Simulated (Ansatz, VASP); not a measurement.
One calculation of Bi2Se3, two programs

```
Se Bi
1.0
     4.13034    0.00000    0.00000
    -2.06517    3.57698    0.00000
     0.00000    0.00000   31.50562
Se Bi
6 4
Direct
  0.00000 0.00000 0.23859
  0.66667 0.33333 0.34871
  0.33333 0.66667 0.45926
  0.66667 0.33333 0.54074
  0.33333 0.66667 0.65129
  0.00000 0.00000 0.76141
  0.33333 0.66667 0.28783
  0.00000 0.00000 0.40946
  0.00000 0.00000 0.59054
  0.66667 0.33333 0.71217
```

Alike in both runs: functional PBEsol; k mesh 9 × 9 × 1; occupations gaussian, width 0.05 eV; no spin polarisation.

Ansatz relaxed the structure, and its values are those at the end. VASP's run is a single point on that final structure, the one shown.

```csv
,VASP,Ansatz
version,VASP 6.6.1,Ansatz 0.2.0
potentials or method,"VASP PAW PBE potentials, release 64 (Se, Bi_d), cutoff 520 eV","scalar-relativistic, plane waves, PAW"
valence electrons in the cell,96,156
```

```csv
,VASP,Ansatz,Ansatz less VASP
gap on the k mesh at the Fermi level (eV),0.45,0.46,+0.006
least direct gap on the mesh (eV),0.45,0.46,+0.006
rms of the force components (eV/Å),0.008,0.001,-0.0064
```

VASP's potentials were made for PBE, not for PBEsol. VASP's potentials hold 96 valence electrons a cell and Ansatz's 156, so a difference there can come from the potentials and not from the codes. Ansatz's warnings: xc potential rough in thin density.

Spin-orbit coupling is off throughout.
